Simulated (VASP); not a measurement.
# C (Cmm2) in VASP: further runs

Runs on C. Level: PBE. Tasks: single point.

Everything below comes from runs of VASP 6.6.1. Logs are shortened: lines on timing, memory, paths and dates and some standing lists are left out, and cuts for length are marked.

### Step 1. The cell of the first run

Symmetry: Cmm2, No. 35, orthorhombic system. Conventional cell: a = 5.051 Å, b = 5.051 Å, c = 3.571 Å, α = 90.00°, β = 90.00°, γ = 90.00°. C (site symmetry mm2) has 4 C at 1.49 to 1.61 Å within 2.0 Å. C (site symmetry mm2) has 4 C at 1.55 Å within 2.1 Å. Within 2.1 Å of C (site symmetry 2) lie 4 C at 1.55 Å. C (site symmetry m) has 4 C at 1.55 to 1.61 Å within 2.1 Å. C (site symmetry m) has 4 C at 1.49 to 1.55 Å within 2.0 Å.

### Step 2. Single point, PBE (atom 1 (C) moved -0.100 Å along Cartesian [0 0 1])

The input, INCAR:

```
SYSTEM = C
PREC = Accurate
ENCUT = 520
EDIFF = 1E-6
ISMEAR = 0
SIGMA = 0.05
LREAL = .False.
LASPH = .True.
NELM = 60
ALGO = Normal
ISIF = 2
LWAVE = .False.
LCHARG = .True.
GGA = PE
LELF = .True.
LVHAR = .True.
NBANDS = 26
```

The input, KPOINTS:

```
regular mesh
0
Gamma
  6 6 6
  0 0 0
```

The input, POSCAR:

```
C
1.0
    3.5714750638      0.0000000000      0.0000000000
    0.0000000000     -3.5714750638      0.0000000000
    0.0000000000      0.0000000000     -3.5714750638
C
8
Direct
    0.5000000000      0.0000000000      0.0279996355
    0.0000000000      0.5000000000      0.0000000000
    0.0000000000      0.0000000000      0.5000000000
    0.5000000000      0.5000000000      0.5000000000
    0.7500000000      0.7500000000      0.7500000000
    0.2500000000      0.2500000000      0.7500000000
    0.2500000000      0.7500000000      0.2500000000
    0.7500000000      0.2500000000      0.2500000000
```

Potentials or basis: VASP PAW PBE potentials, release 64 (C).

The run is started by

```console
> cat potpaw_PBE.64/C/POTCAR > POTCAR
> mpirun -np 1 vasp_std > vasp.out
```

OUTCAR:

```text
SYSTEM = C
   PREC = Accurate
   ENCUT = 520
   EDIFF = 1E-6
   ISMEAR = 0
   LREAL = .False.
   LASPH = .True.
   NELM = 60
   ISIF = 2
   GGA = PE

 ion  position               nearest neighbor table
   1  0.500  0.000  0.028-   7 1.49   8 1.49   5 1.61   6 1.61
   2  0.000  0.500  0.000-   5 1.55   6 1.55   7 1.55   8 1.55
   3  0.000  0.000  0.500-   5 1.55   6 1.55   7 1.55   8 1.55
   4  0.500  0.500  0.500-   5 1.55   6 1.55   7 1.55   8 1.55
   5  0.750  0.750  0.750-   2 1.55   3 1.55   4 1.55   1 1.61
   6  0.250  0.250  0.750-   2 1.55   3 1.55   4 1.55   1 1.61
   7  0.250  0.750  0.250-   1 1.49   2 1.55   3 1.55   4 1.55
   8  0.750  0.250  0.250-   1 1.49   2 1.55   3 1.55   4 1.55

  LATTYP: Found a simple cubic cell.
 ALAT       =     3.5714750638

  Lattice vectors:

 A1 = (   3.5714750638,   0.0000000000,   0.0000000000)
 A2 = (   0.0000000000,  -3.5714750638,   0.0000000000)
 A3 = (   0.0000000000,   0.0000000000,  -3.5714750638)

Analysis of symmetry for initial positions (statically):
=====================================================================
 Subroutine PRICEL returns:
 Original cell was already a primitive cell.

 Routine SETGRP: Setting up the symmetry group for a
 simple cubic supercell.

 Subroutine GETGRP returns: Found  4 space group operations
 (whereof  2 operations were pure point group operations)
 out of a pool of 48 trial point group operations.

The static configuration has the point symmetry C_2 .
 The point group associated with its full space group is C_2v.

Analysis of symmetry for dynamics (positions and initial velocities):
=====================================================================
 Subroutine PRICEL returns:
 Original cell was already a primitive cell.

 Routine SETGRP: Setting up the symmetry group for a
 simple cubic supercell.

 Subroutine GETGRP returns: Found  4 space group operations
 (whereof  2 operations were pure point group operations)
 out of a pool of 48 trial point group operations.

The dynamic configuration has the point symmetry C_2 .
 The point group associated with its full space group is C_2v.

 Subroutine INISYM returns: Found  4 space group operations
 (whereof  2 operations are pure point group operations),
 and found     1 'primitive' translations

----------------------------------------------------------------------------------------

                                     Primitive cell

  volume of cell :      45.5557

  direct lattice vectors                    reciprocal lattice vectors
     3.571475064  0.000000000  0.000000000     0.279996355  0.000000000  0.000000000
     0.000000000 -3.571475064  0.000000000     0.000000000 -0.279996355  0.000000000
     0.000000000  0.000000000 -3.571475064     0.000000000  0.000000000 -0.279996355

  length of vectors
     3.571475064  3.571475064  3.571475064     0.279996355  0.279996355  0.279996355

  position of ions in fractional coordinates (direct lattice)
     0.500000000  0.000000000  0.027999636
     0.000000000  0.500000000  0.000000000
     0.000000000  0.000000000  0.500000000
     0.500000000  0.500000000  0.500000000
     0.750000000  0.750000000  0.750000000
     0.250000000  0.250000000  0.750000000
     0.250000000  0.750000000  0.250000000
     0.750000000  0.250000000  0.250000000

  ion indices of the primitive-cell ions
   primitive index   ion index
                 1           1
                 2           2
                 3           3
                 4           4
                 5           5
                 6           6
                 7           7
                 8           8

----------------------------------------------------------------------------------------

 KPOINTS: regular mesh

Automatic generation of k-mesh.
 Grid dimensions read from file:
 generate k-points for:    6    6    6

 Generating k-lattice:

  Cartesian coordinates                     Fractional coordinates (reciprocal lattice)
     0.046666059  0.000000000  0.000000000     0.166666667  0.000000000  0.000000000
     0.000000000 -0.046666059  0.000000000     0.000000000  0.166666667  0.000000000
     0.000000000  0.000000000 -0.046666059     0.000000000  0.000000000  0.166666667

  Length of vectors
     0.046666059  0.046666059  0.046666059

  Shift w.r.t. Gamma in fractional coordinates (k-lattice)
     0.000000000  0.000000000  0.000000000

 Subroutine IBZKPT returns following result:
 ===========================================

 Found     52 irreducible k-points:

 Following reciprocal coordinates:
            Coordinates               Weight
  0.000000  0.000000  0.000000      1.000000
  0.166667  0.000000  0.000000      4.000000
  0.000000  0.000000  0.166667      2.000000
  0.333333  0.000000  0.000000      4.000000
  0.000000  0.000000  0.333333      2.000000
  0.500000  0.000000  0.000000      2.000000
[... 16 lines left out ...]
  0.333333  0.000000  0.500000      4.000000
  0.500000  0.500000  0.000000      1.000000
 [... further k-points ...]
   k-points           NKPTS =     52   k-points in BZ     NKDIM =     52   number of bands    NBANDS=     26
   number of dos      NEDOS =    301   number of ions     NIONS =      8
   total plane-waves  NPLWV =  21952
   dimension x,y,z NGX =    28 NGY =   28 NGZ =   28
   dimension x,y,z NGXF=    56 NGYF=   56 NGZF=   56
   ions per type =               8
   NGX,Y,Z   is equivalent  to a cutoff of  13.03, 13.03, 13.03 a.u.
   NGXF,Y,Z  is equivalent  to a cutoff of  26.07, 26.07, 26.07 a.u.
 SYSTEM =  C
   PREC   = accura    normal or accurate (medium, high low for compatibility)
   ISTART =      0    job   : 0-new  1-cont  2-samecut
   ICHARG =      2    charge: 1-file 2-atom 10-const
   ISPIN  =      1    spin polarized calculation?
   LNONCOLLINEAR =      F non collinear calculations
   LSORBIT =      F    spin-orbit coupling
   LASPH  =      T    aspherical Exc in radial PAW
   ENCUT  =  520.0 eV  38.22 Ry    6.18 a.u.   6.64  6.64  6.64*2*pi/ulx,y,z
   NELM   =     60;   NELMIN=  2; NELMDL= -5     # of ELM steps
   EDIFF  = 0.1E-05   stopping-criterion for ELM
   LREAL  =      F    real-space projection
   EDIFFG = 0.1E-04   stopping-criterion for IOM
   NSW    =      0    number of steps for IOM
   IBRION =     -1    ionic relax: 0-MD 1-quasi-New 2-CG
   NFREE  =      0    steps in history (QN), initial steepest desc. (CG)
   ISIF   =      2    stress and relaxation
   ISYM   =      2    0-nonsym 1-usesym 2-fastsym
   POTIM  = 0.5000    time-step for ionic-motion
   TEBEG  =    0.0;   TEEND  =   0.0 temperature during run
   PSTRESS=    0.0 pullay stress
   NELECT =      32.0000    total number of electrons
   NUPDOWN=      -1.0000    fix difference up-down
   EMIN   =  10.00;   EMAX   =-10.00  energy-range for DOS
   EFERMI =   0.00;   METHOD = LEGACY
   ISMEAR =     0;   SIGMA  =   0.05  broadening in eV -4-tet -1-fermi 0-gaus
   EFERMI_NEDOS =   21; number of points for ismear=-14 and -15
   IALGO  =     38    algorithm
   IMIX   =      4    mixing-type and parameters
     AMIX     =   0.40;   BMIX     =  1.00
     AMIX_MAG =   1.60;   BMIX_MAG =  1.00
  volume/ion in A,a.u.               =       5.69        38.43
  Fermi-wavevector in a.u.,A,eV,Ry     =   1.455271  2.750063 28.814604  2.117814
  Thomas-Fermi vector in A             =   2.572325
   LORBIT       =      0    0 simple, 1 ext, 2 COOP (PROOUT), +10 PAW based schemes
   GGA     = PE    functional components
   LHFCALC =     F    Hartree Fock is set to
   AEXX    =    0.0000 exact exchange contribution
   IVDW    =     0    specifies the selected vdW correction
   LEPSILON=     F    determine dielectric tensor
   LRPA    =     F    only Hartree local field effects (RPA)
 non-spin polarized calculation
 Gauss-broadening in eV      SIGMA  =   0.05
  energy-cutoff  :      520.00
  volume of cell :       45.56
 maximum number of plane-waves:      1253
 NGX is ok and might be reduce to    28
   NGX = 13   NGY = 13   NGZ = 13

 number of electron      31.9999997 magnetization

 Free energy of the ion-electron system (eV)
  ---------------------------------------------------
  ext. energy  EPLUGINS =         0.00000000
  ---------------------------------------------------
  free energy    TOTEN  =       -72.52309283 eV

  energy without entropy =      -72.52309283  energy(sigma->0) =      -72.52309283

 E-fermi :  10.3167     XC(G=0): -13.2311

 val. band max:       10.0578219573   @ k =   0.0000   0.0000   0.0000
 cond. band min:      13.7612652062   @ k =   0.3333   0.0000   0.0000
 fundamental gap:      3.7034432489
 Fermi energy:        10.3167339531

 k-point     1 :       0.0000    0.0000    0.0000
  band No.  band energies     occupation
      1     -11.7664      2.00000
      2      -3.4197      2.00000
      3      -3.2676      2.00000
      4      -3.0705      2.00000
      5      -3.0666      2.00000
      6      -2.9032      2.00000
[... 18 lines left out ...]
     25      15.7157      0.00000
     26      22.8048      0.00000

 k-point     2 :       0.1667    0.0000    0.0000
  band No.  band energies     occupation
      1     -11.5109      2.00000
      2      -5.6116      2.00000
      3      -3.1615      2.00000
      4      -2.9323      2.00000
      5      -2.9093      2.00000
      6      -2.6493      2.00000
[... 18 lines left out ...]
     25      16.6132      0.00000
     26      22.9034      0.00000

 k-point     3 :       0.0000    0.0000    0.1667
  band No.  band energies     occupation
      1     -11.5119      2.00000
      2      -5.5967      2.00000
      3      -3.1214      2.00000
      4      -2.9328      2.00000
      5      -2.9129      2.00000
      6      -2.7354      2.00000
[... 572 lines left out ...]
 k-point    23 :       0.3333    0.0000    0.5000
  band No.  band energies     occupation
      1      -8.7073      2.00000
      2      -8.3013      2.00000
      3      -5.9171      2.00000
      4      -5.5107      2.00000
      5      -0.2969      2.00000
      6      -0.2142      2.00000
[... 18 lines left out ...]
     25      21.0744      0.00000
     26      21.4728      0.00000

 k-point    24 :       0.5000    0.5000    0.0000
  band No.  band energies     occupation
      1      -7.4019      2.00000
      2      -7.3794      2.00000
      3      -7.2430      2.00000
      4      -7.2367      2.00000
      5       0.7609      2.00000
      6       0.8761      2.00000
[... 18 lines left out ...]
     25      21.4231      0.00000
     26      21.7472      0.00000

 [... further k-points ...]
[... 5 lines left out ...]
  --------------------------------------------------------------------------------------
  -------------------------------------------------------------------------------------
  Total        0.5867969      0.5867969      0.3108676     -0.3209585      0.0000000      0.0000000
  in kB       20.6374270     20.6374270     10.9330949    -11.2879896      0.0000000      0.0000000
  external PRESSURE =      17.4026497 kB  Pullay stress =       0.0000000 kB

 VOLUME and BASIS-vectors are now :
 -----------------------------------------------------------------------------
  energy-cutoff  :      520.00
  volume of cell :       45.56
      direct lattice vectors                 reciprocal lattice vectors
     3.571475064  0.000000000  0.000000000     0.279996355  0.000000000  0.000000000
     0.000000000 -3.571475064  0.000000000     0.000000000 -0.279996355  0.000000000
     0.000000000  0.000000000 -3.571475064     0.000000000  0.000000000 -0.279996355

 POSITION                                       TOTAL-FORCE (eV/Angst)
 -----------------------------------------------------------------------------------
      1.78574      0.00000     -0.10000         0.000000      0.000000      4.376159
      0.00000     -1.78574      0.00000         0.000000      0.000000      0.576753
      0.00000      0.00000     -1.78574         0.000000      0.000000     -0.650017
      1.78574     -1.78574     -1.78574         0.000000      0.000000     -0.650017
      2.67861     -2.67861     -2.67861        -0.196456     -0.196456     -0.823033
      0.89287     -0.89287     -2.67861         0.196456      0.196456     -0.823033
      0.89287     -2.67861     -0.89287        -0.385567      0.385567     -1.003406
      2.67861     -0.89287     -0.89287         0.385567     -0.385567     -1.003406
 -----------------------------------------------------------------------------------
    total drift:                                0.000000     -0.000000      0.000060

  FREE ENERGIE OF THE ION-ELECTRON SYSTEM (eV)
  ---------------------------------------------------
  free  energy   TOTEN  =       -72.5230928267 eV

  energy  without entropy=      -72.5230928267  energy(sigma->0) =      -72.52309283
```

Wall time 24 s (1 thread of Intel Xeon 6975P-C (Granite Rapids), shared host); peak memory 0.17 GiB.

Results:

| Property | Result |
| --- | --- |
| Free energy | -72.5231 eV |
| Pressure | 1.7 GPa |
| Largest force | 4.376 eV/Å |
| Band gap on the k mesh | 3.70 eV |

Forces in eV/Å, atoms in the order of the input:
```
C    0.000  0.000  4.376
C    0.000  0.000  0.577
C    0.000  0.000 -0.650
C    0.000  0.000 -0.650
C   -0.196 -0.196 -0.823
C    0.196  0.196 -0.823
C   -0.386  0.386 -1.003
C    0.386 -0.386 -1.003
```

Caveat: the cell differs from its parent crystal (atom 1 (C) moved -0.100 Å along Cartesian [0 0 1]); forces of over 1 eV/Å act on the atoms, so gaps and moduli don't describe the material at rest.

(Part 1 of 2 ends here.)
